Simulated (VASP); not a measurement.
# CdAg (R-3m) in VASP: notebook

CdAg is run at these levels: LDA; tasks: single point.

Program: VASP 6.6.1. These are calculated values, not measurements. Logs are shortened: lines on timing, memory, paths and dates and some standing lists are left out, and cuts for length are marked.

### 1 The cell of the first run

It takes space group R-3m (No. 166, trigonal). The conventional cell has a = 2.934 Å, b = 2.934 Å, c = 14.006 Å, α = 90.00°, β = 90.00°, γ = 120.00°. Within 3.8 Å of Cd (site symmetry -3m) lie 6 Ag at 2.88 Å and 6 Cd at 2.93 Å. Ag (site symmetry -3m) has 6 Cd at 2.88 Å and 6 Ag at 2.93 Å within 3.8 Å.

### 2 Single point, LDA

INCAR

```
SYSTEM = CdAg
PREC     = Accurate       ! precision mode
ENCUT    = 520            ! plane-wave cutoff, eV
EDIFF    = 1E-6           ! SCF threshold, eV
ISMEAR   = -1             ! smearing method
SIGMA    = 0.05           ! smearing width, eV
LREAL    = .FALSE.        ! projectors in reciprocal space
LASPH    = .TRUE.         ! aspherical terms in the spheres
NELM     = 60             ! most SCF steps
ALGO     = Normal         ! electronic algorithm
ISIF     = 2              ! what is computed and relaxed
LWAVE    = .FALSE.        ! write WAVECAR
LCHARG   = .FALSE.        ! write CHGCAR
GGA      = CA             ! functional
NBANDS   = 18             ! bands
```

KPOINTS

```
regular mesh
0
G
  14 14 14
  0 0 0
```

POSCAR

```
CdAg
1.0
    1.4672486749      0.8471164174      4.6686388070
   -1.4672486749      0.8471164174      4.6686388070
    0.0000000000     -1.6942328348      4.6686388070
Cd Ag
1 1
Direct
    0.5000000000      0.5000000000      0.5000000000
    0.0000000000      0.0000000000      0.0000000000
```

Potentials or basis: VASP PAW LDA potentials, release 64 (Cd, Ag).

The run is started by

```
$ cat potpaw_LDA.64/Cd/POTCAR potpaw_LDA.64/Ag/POTCAR > POTCAR
$ mpirun -np 1 vasp_std > vasp.out
```

OUTCAR:

```text
SYSTEM = CdAg
   PREC = Accurate
   ENCUT = 520
   EDIFF = 1E-6
   ISMEAR = -1
   LREAL = .FALSE.
   LASPH = .TRUE.
   NELM = 60
   ISIF = 2
   GGA = CA

 ion  position               nearest neighbor table
   1  0.500  0.500  0.500-   2 2.88   2 2.88   2 2.88   2 2.88   2 2.88   2 2.88
   2  0.000  0.000  0.000-   1 2.88   1 2.88   1 2.88   1 2.88   1 2.88   1 2.88

  LATTYP: Found a trigonal (rhomboedric) cell.
 ALAT       =     4.9665494268
 COS(alpha) =     0.8254467563

  Lattice vectors:

 A1 = (   1.4672486749,   0.8471164174,   4.6686388070)
 A2 = (  -1.4672486749,   0.8471164174,   4.6686388070)
 A3 = (   0.0000000000,  -1.6942328348,   4.6686388070)

Analysis of symmetry for initial positions (statically):
=====================================================================
 Subroutine PRICEL returns:
 Original cell was already a primitive cell.

 Routine SETGRP: Setting up the symmetry group for a
 trigonal (rhombohedral) supercell.

 Subroutine GETGRP returns: Found 12 space group operations
 (whereof 12 operations were pure point group operations)
 out of a pool of 12 trial point group operations.

The static configuration has the point symmetry D_3d.

Analysis of symmetry for dynamics (positions and initial velocities):
=====================================================================
 Subroutine PRICEL returns:
 Original cell was already a primitive cell.

 Routine SETGRP: Setting up the symmetry group for a
 trigonal (rhombohedral) supercell.

 Subroutine GETGRP returns: Found 12 space group operations
 (whereof 12 operations were pure point group operations)
 out of a pool of 12 trial point group operations.

The dynamic configuration has the point symmetry D_3d.

 Subroutine INISYM returns: Found 12 space group operations
 (whereof 12 operations are pure point group operations),
 and found     1 'primitive' translations

----------------------------------------------------------------------------------------

                                     Primitive cell

  volume of cell :      34.8168

  direct lattice vectors                    reciprocal lattice vectors
     1.467248675  0.847116417  4.668638807     0.340773864  0.196745882  0.071398398
    -1.467248675  0.847116417  4.668638807    -0.340773864  0.196745882  0.071398398
     0.000000000 -1.694232835  4.668638807     0.000000000 -0.393491764  0.071398398

  length of vectors
     4.966549427  4.966549427  4.966549427     0.399916866  0.399916866  0.399916866

  position of ions in fractional coordinates (direct lattice)
     0.500000000  0.500000000  0.500000000
     0.000000000  0.000000000  0.000000000

  ion indices of the primitive-cell ions
   primitive index   ion index
                 1           1
                 2           2

----------------------------------------------------------------------------------------

 KPOINTS: regular mesh

Automatic generation of k-mesh.
 Grid dimensions read from file:
 generate k-points for:   14   14   14

 Generating k-lattice:

  Cartesian coordinates                     Fractional coordinates (reciprocal lattice)
     0.024340990  0.014053277  0.005099886     0.071428571  0.000000000  0.000000000
    -0.024340990  0.014053277  0.005099886     0.000000000  0.071428571  0.000000000
     0.000000000 -0.028106555  0.005099886     0.000000000  0.000000000  0.071428571

  Length of vectors
     0.028565490  0.028565490  0.028565490

  Shift w.r.t. Gamma in fractional coordinates (k-lattice)
     0.000000000  0.000000000  0.000000000

 Subroutine IBZKPT returns following result:
 ===========================================

 Found    288 irreducible k-points:

 Following reciprocal coordinates:
            Coordinates               Weight
  0.000000  0.000000  0.000000      1.000000
  0.071429  0.000000  0.000000      6.000000
  0.142857 -0.000000  0.000000      6.000000
  0.214286 -0.000000  0.000000      6.000000
  0.285714 -0.000000  0.000000      6.000000
  0.357143  0.000000  0.000000      6.000000
[... 16 lines left out ...]
  0.214286  0.142857  0.000000     12.000000
  0.285714  0.142857 -0.000000     12.000000
 [... further k-points ...]
   k-points           NKPTS =    288   k-points in BZ     NKDIM =    288   number of bands    NBANDS=     18
   number of dos      NEDOS =    301   number of ions     NIONS =      2
   total plane-waves  NPLWV =  64000
   dimension x,y,z NGX =    40 NGY =   40 NGZ =   40
   dimension x,y,z NGXF=    80 NGYF=   80 NGZF=   80
   ions per type =               1   1
   NGX,Y,Z   is equivalent  to a cutoff of  13.39, 13.39, 13.39 a.u.
   NGXF,Y,Z  is equivalent  to a cutoff of  26.78, 26.78, 26.78 a.u.
 SYSTEM =  CdAg
   PREC   = accura    normal or accurate (medium, high low for compatibility)
   ISTART =      0    job   : 0-new  1-cont  2-samecut
   ICHARG =      2    charge: 1-file 2-atom 10-const
   ISPIN  =      1    spin polarized calculation?
   LNONCOLLINEAR =      F non collinear calculations
   LSORBIT =      F    spin-orbit coupling
   LASPH  =      T    aspherical Exc in radial PAW
   ENCUT  =  520.0 eV  38.22 Ry    6.18 a.u.   9.23  9.23  9.23*2*pi/ulx,y,z
   NELM   =     60;   NELMIN=  2; NELMDL= -5     # of ELM steps
   EDIFF  = 0.1E-05   stopping-criterion for ELM
   LREAL  =      F    real-space projection
   EDIFFG = 0.1E-04   stopping-criterion for IOM
   NSW    =      0    number of steps for IOM
   IBRION =     -1    ionic relax: 0-MD 1-quasi-New 2-CG
   NFREE  =      0    steps in history (QN), initial steepest desc. (CG)
   ISIF   =      2    stress and relaxation
   ISYM   =      2    0-nonsym 1-usesym 2-fastsym
   POTIM  = 0.5000    time-step for ionic-motion
   TEBEG  =    0.0;   TEEND  =   0.0 temperature during run
   PSTRESS=    0.0 pullay stress
   NELECT =      23.0000    total number of electrons
   NUPDOWN=      -1.0000    fix difference up-down
   EMIN   =  10.00;   EMAX   =-10.00  energy-range for DOS
   EFERMI =   0.00;   METHOD = LEGACY
   ISMEAR =    -1;   SIGMA  =   0.05  broadening in eV -4-tet -1-fermi 0-gaus
   EFERMI_NEDOS =   21; number of points for ismear=-14 and -15
   IALGO  =     38    algorithm
   IMIX   =      4    mixing-type and parameters
     AMIX     =   0.40;   BMIX     =  1.00
     AMIX_MAG =   1.60;   BMIX_MAG =  1.00
  volume/ion in A,a.u.               =      17.41       117.48
  Fermi-wavevector in a.u.,A,eV,Ry     =   1.425787  2.694347 27.658857  2.032869
  Thomas-Fermi vector in A             =   2.546134
   LORBIT       =      0    0 simple, 1 ext, 2 COOP (PROOUT), +10 PAW based schemes
   GGA     = CA    functional components
   LHFCALC =     F    Hartree Fock is set to
   AEXX    =    0.0000 exact exchange contribution
   IVDW    =     0    specifies the selected vdW correction
   LEPSILON=     F    determine dielectric tensor
   LRPA    =     F    only Hartree local field effects (RPA)
 non-spin polarized calculation
  energy-cutoff  :      520.00
  volume of cell :       34.82
 maximum number of plane-waves:       966
 NGX is ok and might be reduce to    40
   NGX = 19   NGY = 19   NGZ = 19

 number of electron      23.0000004 magnetization

 Free energy of the ion-electron system (eV)
  ---------------------------------------------------
  ext. energy  EPLUGINS =         0.00000000
  ---------------------------------------------------
  free energy    TOTEN  =        -5.40967949 eV

  energy without entropy =       -5.40575559  energy(sigma->0) =       -5.40771754

 E-fermi :   6.2715     XC(G=0): -12.5232

 val. band max:        6.2661116015   @ k =  -0.3571   0.4286   0.1429
 cond. band min:       6.2750073661   @ k =   0.2143  -0.0000   0.0000
 fundamental gap:      0.0088957645
 Fermi energy:         6.2714855846

 k-point     1 :       0.0000    0.0000    0.0000
  band No.  band energies     occupation
      1      -3.7675      2.00000
      2      -3.1232      2.00000
      3      -3.1232      2.00000
      4      -3.0081      2.00000
      5      -2.4502      2.00000
      6      -2.4502      2.00000
[... 10 lines left out ...]
     17      21.5661      0.00000
     18      24.3123      0.00000

 k-point     2 :       0.0714    0.0000    0.0000
  band No.  band energies     occupation
      1      -3.6933      2.00000
      2      -3.1479      2.00000
      3      -3.0710      2.00000
      4      -2.8978      2.00000
      5      -2.5035      2.00000
      6      -2.4560      2.00000
[... 10 lines left out ...]
     17      21.3809      0.00000
     18      23.3262      0.00000

 k-point     3 :       0.1429   -0.0000    0.0000
  band No.  band energies     occupation
      1      -3.5432      2.00000
      2      -3.1904      2.00000
      3      -2.9221      2.00000
      4      -2.6578      2.00000
      5      -2.5254      2.00000
      6      -2.4721      2.00000
[... 10 lines left out ...]
     17      20.7332      0.00000
     18      22.1208      0.00000

 k-point     4 :       0.2143   -0.0000    0.0000
  band No.  band energies     occupation
      1      -3.5247      2.00000
      2      -3.1056      2.00000
      3      -2.8479      2.00000
      4      -2.7011      2.00000
      5      -2.4935      2.00000
      6      -1.8884      2.00000
[... 375 lines left out ...]
      4      -2.6946      2.00000
      5      -2.4843      2.00000
      6      -2.4173      2.00000
[... 10 lines left out ...]
     17      20.7087      0.00000
     18      22.3251      0.00000

 k-point    23 :       0.2143    0.1429    0.0000
  band No.  band energies     occupation
      1      -3.4536      2.00000
      2      -3.2240      2.00000
      3      -2.8415      2.00000
      4      -2.7702      2.00000
      5      -2.5085      2.00000
      6      -2.0002      2.00000
[... 10 lines left out ...]
     17      21.3732      0.00000
     18      21.9324      0.00000

 k-point    24 :       0.2857    0.1429   -0.0000
  band No.  band energies     occupation
      1      -3.3295      2.00000
      2      -3.2592      2.00000
      3      -2.9603      2.00000
      4      -2.6743      2.00000
      5      -2.5443      2.00000
      6      -1.3003      2.00000
[... 10 lines left out ...]
     17      19.4263      0.00000
     18      23.3508      0.00000

 [... further k-points ...]

------------------------ aborting loop because EDIFF is reached ----------------------------------------

  FORCE on cell =-STRESS in cart. coord.  units (eV):
  Direction    XX          YY          ZZ          XY          YZ          ZX
  --------------------------------------------------------------------------------------
  -------------------------------------------------------------------------------------
  Total        0.1480585      0.1480585      0.1977994     -0.0000000      0.0000000      0.0000000
  in kB        6.8132691      6.8132691      9.1022156     -0.0000000      0.0000000      0.0000000
  external PRESSURE =       7.5762513 kB  Pullay stress =       0.0000000 kB

 VOLUME and BASIS-vectors are now :
 -----------------------------------------------------------------------------
  energy-cutoff  :      520.00
  volume of cell :       34.82
      direct lattice vectors                 reciprocal lattice vectors
     1.467248675  0.847116417  4.668638807     0.340773864  0.196745882  0.071398398
    -1.467248675  0.847116417  4.668638807    -0.340773864  0.196745882  0.071398398
     0.000000000 -1.694232835  4.668638807     0.000000000 -0.393491764  0.071398398

 POSITION                                       TOTAL-FORCE (eV/Angst)
 -----------------------------------------------------------------------------------
      0.00000      0.00000      7.00296         0.000000     -0.000000      0.000000
      0.00000      0.00000      0.00000         0.000000      0.000000      0.000000
 -----------------------------------------------------------------------------------
    total drift:                               -0.000000      0.000000     -0.000000

  FREE ENERGIE OF THE ION-ELECTRON SYSTEM (eV)
  ---------------------------------------------------
  free  energy   TOTEN  =        -5.4096794865 eV

  energy  without entropy=       -5.4057555896  energy(sigma->0) =       -5.40771754
```

Wall time 7.8 min (1 thread of Intel Xeon 8259CL, shared host); peak memory 0.35 GiB.

What came out:

```
Free energy : -5.4097 eV
Pressure    : 0.8 GPa
```

Stress tensor (GPa, compression positive):
```
0.68 0.00 0.00
0.00 0.68 0.00
0.00 0.00 0.91
```

Levels at points of the mesh, in eV from the Fermi level:
```csv
k point,band 8,band 9,band 10,band 11,band 12,band 13,band 14,band 15,band 16,band 17
"(0.00, 0.00, 0.00)",-4.98,-4.98,-4.13,-4.13,-1.79,1.65,14.13,15.21,15.29,15.29
"(0.50, 0.00, 0.00)",-5.18,-4.58,-3.47,-1.63,-0.69,3.88,4.53,9.05,9.69,10.80
"(0.50, 0.50, 0.00)",-4.30,-4.22,-3.46,-2.21,0.06,1.01,4.54,8.46,9.24,14.44
"(0.50, 0.50, 0.50)",-5.40,-5.06,-5.06,-4.25,-4.25,9.39,9.93,15.44,15.50,16.64
```

### 3 Single point, LDA

INCAR

```
PREC = Accurate ; ENCUT = 520
EDIFF = 1E-6 ; ISMEAR = -1
SIGMA = 0.05 ; LREAL = False
LASPH = True ; NELM = 100
ALGO = Normal ; ISIF = 2
LWAVE = False ; LCHARG = False
GGA = CA ; NBANDS = 18
```

KPOINTS

```
regular mesh
0
Gamma
  14 14 14
```

POSCAR is that of step 2.

Potentials or basis: VASP PAW LDA potentials, release 64 (Cd, Ag).

The run is started by

```
$ cat potpaw_LDA.64/Cd/POTCAR potpaw_LDA.64/Ag/POTCAR > POTCAR
$ mpirun -np 1 vasp_std > vasp.out
```

OUTCAR:

```text
PREC = Accurate
   ENCUT = 520
   EDIFF = 1E-6
   ISMEAR = -1
   LREAL = False
   LASPH = True
   NELM = 100
   ISIF = 2
   GGA = CA

 ion  position               nearest neighbor table
   1  0.500  0.500  0.500-   2 2.88   2 2.88   2 2.88   2 2.88   2 2.88   2 2.88
   2  0.000  0.000  0.000-   1 2.88   1 2.88   1 2.88   1 2.88   1 2.88   1 2.88

  LATTYP: Found a trigonal (rhomboedric) cell.
 ALAT       =     4.9665494268
 COS(alpha) =     0.8254467563

  Lattice vectors:
[... 690 lines left out ...]
 [... further k-points ...]

------------------------ aborting loop because EDIFF is reached ----------------------------------------

  FORCE on cell =-STRESS in cart. coord.  units (eV):
  Direction    XX          YY          ZZ          XY          YZ          ZX
  --------------------------------------------------------------------------------------
  -------------------------------------------------------------------------------------
  Total        0.1480585      0.1480585      0.1977994     -0.0000000      0.0000000      0.0000000
  in kB        6.8132691      6.8132691      9.1022156     -0.0000000      0.0000000      0.0000000
  external PRESSURE =       7.5762513 kB  Pullay stress =       0.0000000 kB

 VOLUME and BASIS-vectors are now :
 -----------------------------------------------------------------------------
  energy-cutoff  :      520.00
  volume of cell :       34.82
      direct lattice vectors                 reciprocal lattice vectors
     1.467248675  0.847116417  4.668638807     0.340773864  0.196745882  0.071398398
    -1.467248675  0.847116417  4.668638807    -0.340773864  0.196745882  0.071398398
     0.000000000 -1.694232835  4.668638807     0.000000000 -0.393491764  0.071398398

 POSITION                                       TOTAL-FORCE (eV/Angst)
 -----------------------------------------------------------------------------------
      0.00000      0.00000      7.00296         0.000000     -0.000000      0.000000
      0.00000      0.00000      0.00000         0.000000      0.000000      0.000000
 -----------------------------------------------------------------------------------
    total drift:                               -0.000000      0.000000     -0.000000

  FREE ENERGIE OF THE ION-ELECTRON SYSTEM (eV)
  ---------------------------------------------------
  free  energy   TOTEN  =        -5.4096794865 eV

  energy  without entropy=       -5.4057555896  energy(sigma->0) =       -5.40771754
```

OSZICAR:

```text
N       E                     dE             d eps       ncg     rms          rms(c)
DAV:   1     0.154716152969E+03    0.15472E+03   -0.11989E+04 10528   0.125E+03
DAV:   2    -0.268545650549E+01   -0.15740E+03   -0.15085E+03 10694   0.317E+02
DAV:   3    -0.583592024562E+01   -0.31505E+01   -0.31424E+01 11984   0.522E+01
DAV:   4    -0.584488530075E+01   -0.89651E-02   -0.89642E-02 11400   0.258E+00
DAV:   5    -0.584495372017E+01   -0.68419E-04   -0.68419E-04 11330   0.238E-01    0.760E+00
DAV:   6    -0.545102542200E+01    0.39393E+00   -0.11921E+00 11020   0.115E+01    0.502E+00
DAV:   7    -0.541725846572E+01    0.33767E-01   -0.53546E-02 10842   0.292E+00    0.279E+00
DAV:   8    -0.541006148620E+01    0.71970E-02   -0.14690E-02 11482   0.115E+00    0.217E-01
DAV:   9    -0.540971255163E+01    0.34893E-03   -0.11394E-03 11134   0.361E-01    0.874E-02
DAV:  10    -0.540968017082E+01    0.32381E-04   -0.14323E-04 11078   0.921E-02    0.209E-02
DAV:  11    -0.540967948653E+01    0.68429E-06   -0.33744E-06 10794   0.180E-02
   1 F= -.54096795E+01 E0= -.54077175E+01  d E =-.392390E-02
```

stdout:

```text
POSCAR found type information on POSCAR CdAg
 POSCAR found :  2 types and       2 ions
 scaLAPACK will be used
 LDA part: xc-table for (Slater(with rela. corr.)+CA(PZ))
 , standard interpolation
 POSCAR, INCAR and KPOINTS ok, starting setup
 FFT: planning ... GRIDC
 FFT: planning ... GRID_SOFT
 FFT: planning ... GRID
 WAVECAR not read
 entering main loop
```

Run time: 8.4 min. Hardware: 1 thread of Intel Xeon 8259CL, shared host; peak memory 0.35 GiB.

What came out:

| Quantity | Value |
| --- | --- |
| Free energy | -5.4097 eV |
| Pressure | 0.8 GPa |
